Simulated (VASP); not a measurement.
# TiO2: single point with PBEsol

TiO2:

```xyz
6
Lattice="2.7934 -2.7940 0.0000 2.7934 2.7940 0.0000 -2.7185 0.0000 4.9515" Properties=species:S:1:pos:R:3 pbc="T T T"
Ti    2.1137    2.0446    1.2379
Ti    0.7545   -2.0446    3.7136
O    -0.6405   -0.6775    3.3034
O     3.5087    0.6775    1.6481
O     2.1495   -0.6775    4.1238
O     0.7188    0.6775    0.8276
```

| Item | Value |
| --- | --- |
| Program | VASP 6.6.1 |
| Task | single point |
| Functional | PBEsol |
| Potentials or basis | VASP PAW PBE potentials, release 64 (Ti_sv, O) |
| Cutoff | 520 eV |
| k mesh | 5 × 5 × 4 |
| Occupations | gaussian, width 0.01 eV |
| Spin | no spin polarisation |
| Dipole correction | no |
| Further INCAR settings | ALGO = Normal; EDIFF = 1e-06; NBANDS = 33 |

```json
{
 "Pressure": "-21.6 GPa",
 "Largest force": "0.679 eV/Å",
 "Band gap on the k mesh": "1.78 eV, indirect (least direct gap 2.10 eV)"
}
```

Forces in eV/Å, atoms in the order of the input:
```
Ti   0.000 -0.043  0.000
Ti   0.000  0.043  0.000
O    0.077 -0.124 -0.664
O   -0.077  0.124  0.664
O   -0.077 -0.124  0.664
O    0.077  0.124 -0.664
```

Stress tensor (GPa, compression positive):
```
-21.48   0.00  -0.95
  0.00 -21.47   0.00
 -0.95   0.00 -21.99
```

Levels at points of the mesh, in eV from the valence-band top:
| k point | band 22 | band 23 | band 24 | band 25 | band 26 | band 27 |
| --- | --- | --- | --- | --- | --- | --- |
| (0.00, 0.00, 0.00) | -0.75 | -0.39 | -0.39 | 1.78 | 2.38 | 3.26 |
| (0.00, 0.00, 0.50) | -1.27 | -0.17 | -0.17 | 2.07 | 2.07 | 3.11 |

Run time: 85 s on 1 thread of Intel Xeon 6975P-C (shared host), peak memory 0.21 GiB.

Caveat: the PAW data sets were made with another functional, which shifts forces and pressure a little. A k mesh can miss the band edges.
